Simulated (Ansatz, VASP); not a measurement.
## Ge in VASP and in Ansatz

```
Ge
1.0
     3.18142    0.00000    0.00000
    -1.59071    2.75519    0.00000
     0.00000    0.00000    4.92031
Ge
2
Direct
  0.33333 0.66667 0.25000
  0.66667 0.33333 0.75000
```

Alike in both runs: functional BLYP; k mesh 12 × 12 × 7; occupations fermi-dirac, width 0.1 eV; no spin polarisation.

Ansatz relaxed the structure, and its values are those at the end. VASP's run is a single point on that final structure, the one shown.

```csv
,VASP,Ansatz
version,VASP 6.6.1,Ansatz 0.2.0
potentials or method,"VASP PAW PBE potentials, release 64 (Ge_d), cutoff 520 eV","plane waves (420 eV) with PAW, scalar-relativistic"
valence electrons in the cell,28,28
```

```tsv
	VASP	Ansatz	Ansatz less VASP
pressure (GPa)	0.1	0.0	-0.05
```

VASP's potentials were made for PBE, not for BLYP.
